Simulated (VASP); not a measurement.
Wanted: the native input for a VASP 6.6.1 run.

```
Task                   : single point
Functional             : PBE
Potentials or basis    : VASP PAW PBE potentials, release 64 (C)
Cutoff                 : 520 eV
k mesh                 : 14 × 14 × 14
Occupations            : gaussian, width 0.02 eV
Spin                   : no spin polarisation
Dipole correction      : no
Further INCAR settings : ALGO = Normal; EDIFF = 1e-06; NBANDS = 11
```

The structure of C lies in POSCAR:

```
C
1.0
    0.0000000000      2.1270000000      3.3480000000
    1.2280000000      0.0000000000      3.3480000000
    1.2280000000      2.1270000000      0.0000000000
C
2
Direct
    0.1380910079      0.8370643087      0.1874633786
    0.8333300000      0.1666700000      0.8333300000
```

This cell differs from its parent crystal: one atom moved.

These files were run (other wordings do the same):

INCAR

```
ALGO = Normal ; EDIFF = 1E-6
ENCUT = 520 ; GGA = PE
ISIF = 2 ; ISMEAR = 0
LASPH = T ; LCHARG = F
LREAL = F ; LWAVE = F
NBANDS = 11 ; NELM = 100
PREC = Accurate ; SIGMA = 0.02
```

KPOINTS

```
k-points
0
Gamma
  14 14 14
```

Potentials or basis: VASP PAW PBE potentials, release 64 (C).

Run with:

```bash
$ cat potpaw_PBE.64/C/POTCAR > POTCAR
$ mpirun -np 1 vasp_std > vasp.out
```

It gave:

```
Pressure      : 5.1 GPa
Largest force : 2.265 eV/Å
```

Caveat: the cell differs from its parent crystal (one atom moved); the cell stands under pressure; this functional lacks dispersion, which binds the layers, so the pressure and a relaxed spacing across them are unreliable; forces of over 1 eV/Å act on the atoms, so gaps and moduli don't describe the material at rest.

Run time: 110 s on 1 thread of Intel(R) Xeon(R) 6975P-C (Granite Rapids) (shared host), peak memory 0.31 GiB.
